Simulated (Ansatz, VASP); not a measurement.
## Two plane-wave programs on C

INCAR

```
SYSTEM = C
  PREC = Accurate
  ENCUT = 520
  EDIFF = 1E-7
  ISMEAR = 0
  SIGMA = 0.1
  LREAL = .FALSE.
  LASPH = .TRUE.
  NELM = 150
  ALGO = Normal
  ISIF = 2
  LWAVE = .FALSE.
  LCHARG = .FALSE.
  ISPIN = 2
  MAGMOM = 1
  LORBIT = 11
  GGA = PE
  NBANDS = 12
```

The input KPOINTS:

```
regular mesh
0
G
  8 12 8
  0 0 0
```

File POSCAR:

```
C
1.0
    2.0266764400      0.0000000000      0.0000000000
    0.0000000000      1.3614597500      0.0000000000
   -0.8771826400      0.0000000000      2.3216331700
C
1
Direct
    0.5000000000      0.0000000000      0.0000000000
```

Input for Ansatz:

```yaml
crystal:
  lattice:
    - [2.02667644, 0.0, 0.0]
    - [0.0, 1.36145975, 0.0]
    - [-0.87718264, 0.0, 2.32163317]
  atoms:
    - { symbol: C, position: [0.5, 0.0, 0.0], spin: 1.0 }
basis:
  ecutwfc: 420
kpoints:
  mp_grid: { grid: [8, 12, 8] }
hamiltonian:
  xc: pbe
scf:
  occupations: { method: gaussian, width: 0.1 }
  lower_state_search: "off"
output:
  forces: true
  stress: true
  eigenvalues: true
  populations: true
magnetization:
  spin_polarized: true
```

Alike in both runs: task single point; functional PBE; k mesh 8 × 12 × 8; occupations gaussian, width 0.1 eV; collinear spin.

|  | VASP | Ansatz |
| --- | --- | --- |
| version | VASP 6.6.1 | Ansatz 0.2.0 |
| potentials or method | VASP PAW PBE potentials, release 64 (C), cutoff 520 eV | scalar-relativistic, plane waves, PAW |
| valence electrons in the cell | 4 | 4 |

Ansatz gave:

| Item | Value |
| --- | --- |
| gap on the k mesh at the Fermi level (eV) | none |
| pressure (GPa) | 27.0 |
| traceless stress, the component that is largest in VASP (GPa) | -116.32 |
| net moment per atom (μB) | 0.00 |

What did VASP give for the same quantities?

gap on the k mesh at the Fermi level (eV): none; pressure (GPa): 27.0; traceless stress, the component that is largest in VASP (GPa): -115.99; net moment per atom (μB): 0.00.

A gap of «none» marks a metal or a gap that the smearing closes. With one functional, cell and mesh, what is left measures potentials, basis and numerics. Ansatz's warnings: seeded moment not kept.

The k mesh is coarse, so the values compare programs but aren't converged.
